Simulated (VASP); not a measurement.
Set up this calculation in VASP 6.6.1, as the native input.

| Property | Result |
| --- | --- |
| Task | single point |
| Functional | r2SCAN |
| Potentials or basis | VASP PAW PBE potentials, release 64 (Zn, S) |
| Cutoff | 520 eV |
| k mesh | 12 × 12 × 6 |
| Occupations | fermi-dirac, width 0.02 eV |
| Spin | no spin polarisation |
| Dipole correction | no |
| Further INCAR settings | ALGO = Normal; EDIFF = 1e-06; NBANDS = 26 |

The system is ZnS.

```
CELL_PARAMETERS angstrom
3.88181 0.00000 0.00000
-1.94090 3.36174 0.00000
0.00000 0.00000 6.37030
ATOMIC_POSITIONS crystal
Zn 0.33333 0.66667 0.00533
Zn 0.66667 0.33333 0.50533
S 0.33333 0.66667 0.37967
S 0.66667 0.33333 0.87967
```

The input as run:

POSCAR

```
ZnS
1.0
    3.8818082890     -0.0000000029      0.0000000000
   -1.9409041420      3.3617445923      0.0000000000
    0.0000000000      0.0000000000      6.3702954700
Zn S
2 2
Direct
    0.3333333333      0.6666666667      0.0053302268
    0.6666666667      0.3333333333      0.5053302268
    0.3333333333      0.6666666667      0.3796697732
    0.6666666667      0.3333333333      0.8796697732
```

INCAR.step1

```
  ALGO = Normal
  EDIFF = 1E-4
  ENCUT = 520
  GGA = PE
  ISMEAR = -1
  LASPH = True
  LCHARG = False
  LREAL = False
  LWAVE = True
  NBANDS = 26
  NELM = 100
  PREC = Accurate
  SIGMA = 0.02
```

INCAR.step2

```
  ALGO = Normal
  EDIFF = 1E-6
  ENCUT = 520
  ISIF = 2
  ISMEAR = -1
  ISTART = 1
  LASPH = True
  LCHARG = True
  LELF = True
  LMIXTAU = True
  LREAL = False
  LVHAR = True
  LWAVE = False
  METAGGA = R2SCAN
  NBANDS = 26
  NELM = 100
  PREC = Accurate
  SIGMA = 0.02
```

KPOINTS

```
k-points
0
Gamma
  12 12 6
```

Potentials or basis: VASP PAW PBE potentials, release 64 (Zn, S).

Run with:

```sh
$ cat potpaw_PBE.64/Zn/POTCAR potpaw_PBE.64/S/POTCAR > POTCAR
$ cp INCAR.step1 INCAR
$ mpirun -np 1 vasp_std > vasp.out
$ cp INCAR.step2 INCAR
$ mpirun -np 1 vasp_std > vasp.out
```

It gave:

* Pressure: -4.1 GPa
* Band gap on the k mesh: 2.51 eV

Caveat: the cell stands under tension; the PAW data sets were made with another functional, which shifts forces and pressure a little.

Run time: 7 min on 1 thread of Intel(R) Xeon(R) Platinum 8375C CPU @ 2.90GHz (Ice Lake), with other jobs on the host, peak memory 0.3 GiB.
